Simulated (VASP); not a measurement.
The system is As.

```xyz
2
Lattice="0.0000 2.9125 2.9125 2.9125 0.0000 2.9125 2.9125 2.9125 0.0000" Properties=species:S:1:pos:R:3 pbc="T T T"
As    0.7281    0.7281    0.7281
As    5.0969    5.0969    5.0969
```

```yaml
Program: VASP 6.6.1
Task: relaxation of cell and atoms
Functional: PBE
Potentials_or_basis: VASP PAW PBE potentials, release 64 (As)
Cutoff: 600 eV
k_mesh: 9 × 9 × 9
Occupations: fermi-dirac, width 0.1 eV
Spin: no spin polarisation
```

At the start: pressure 9.0 GPa; volume 24.71 Å³/atom.

Question: Where does the relaxation end?

Answer: Over 3 steps the energy falls by 99.7 meV/atom and the volume is 28.66 Å³/atom (+16.0 %); space group Fd-3m (No. 227, to 0.05 Å).

The path:
```tsv
step	energy change (eV)	largest force (eV/Å)	pressure (GPa)	volume (Å³)
1	0.0000	0.0000	9.00	49.41
2	-0.1829	0.0000	-1.92	60.02
3	-0.1994	0.0000	0.05	57.32
```

Final structure:
```
CELL_PARAMETERS angstrom
0.00000 3.06019 3.06019
3.06019 0.00000 3.06019
3.06019 3.06019 0.00000
ATOMIC_POSITIONS crystal
As 0.12500 0.12500 0.12500
As 0.87500 0.87500 0.87500
```

Caveat: the volume moved by over 15 % at a fixed basis, so the end points are rough.
